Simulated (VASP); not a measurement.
## CaSe: relaxation of cell and atoms with PBE

The system is CaSe.

```
CELL_PARAMETERS angstrom
0.00000 3.01794 3.01794
3.01794 0.00000 3.01794
3.01794 3.01794 0.00000
ATOMIC_POSITIONS crystal
Ca 0.00000 0.00000 0.00000
Se 0.50000 0.50000 0.50000
```

| Item | Value |
| --- | --- |
| Program | VASP 6.6.1 |
| Task | relaxation of cell and atoms |
| Functional | PBE |
| Potentials or basis | VASP PAW PBE potentials, release 64 (Ca_sv, Se) |
| Cutoff | 600 eV |
| k mesh | 6 × 6 × 6 |
| Occupations | fermi-dirac, width 0.02 eV |
| Spin | no spin polarisation |
| Dipole correction | no |
| Further INCAR settings | ALGO = Normal; EDIFF = 1e-07; IBRION = 2; EDIFFG = -0.005; NSW = 80; ISIF = 3 |

| Quantity | Value |
| --- | --- |
| Relaxed volume | 26.54 Å³/atom |
| Relaxed cell | a = 4.218 Å, b = 4.218 Å, c = 4.218 Å, α = 60.00°, β = 60.00°, γ = 60.00° |
| Space group after relaxing (to 0.05 Å) | Fm-3m (No. 225) |
| Energy gained by relaxing | 4.8 meV/atom |
| Ionic steps | 3 |
| Pressure after relaxing | 0.0 GPa |
| Band gap on the k mesh | 2.08 eV, indirect (least direct gap 2.99 eV) |

Step by step:
| step | energy change (eV) | largest force (eV/Å) | pressure (GPa) | volume (Å³) |
| --- | --- | --- | --- | --- |
| 1 | 0.0000 | 0.0000 | -1.56 | 54.97 |
| 2 | -0.0094 | 0.0000 | 0.19 | 52.87 |
| 3 | -0.0095 | 0.0000 | 0.00 | 53.08 |

Final structure:
```cif
data_structure
_symmetry_space_group_name_H-M 'P 1'
_symmetry_Int_Tables_number 1
_cell_length_a 4.2184
_cell_length_b 4.2184
_cell_length_c 4.2184
_cell_angle_alpha 60.000
_cell_angle_beta 60.000
_cell_angle_gamma 60.000
_cell_volume 53.08
loop_
_atom_site_label
_atom_site_type_symbol
_atom_site_fract_x
_atom_site_fract_y
_atom_site_fract_z
_atom_site_occupancy
Ca1 Ca 0.00000 0.00000 0.00000 1
Se1 Se 0.50000 0.50000 0.50000 1
```

Levels at points of the mesh, in eV from the valence-band top:
```
           k point  band 4  band 5  band 6  band 7  band 8  band 9  band 10  band 11  band 12
(0.00, 0.00, 0.00)  -20.82  -11.71    0.00    0.00    0.00    3.21     3.71     3.71     3.71
(0.50, 0.00, 0.00)  -20.83  -11.06   -3.19   -1.15   -1.15    4.47     5.41     5.44     5.44
(0.50, 0.50, 0.00)  -20.85  -11.16   -2.45   -0.91   -0.91    2.08     4.94     4.99     5.92
```

Run time: 18 s on 1 thread of Intel(R) Xeon(R) 6975P-C (Granite Rapids) (shared host), peak memory 0.21 GiB.

A k mesh can miss the band edges. Expect the measured gap to be larger: semilocal functionals such as PBE lack the derivative discontinuity.
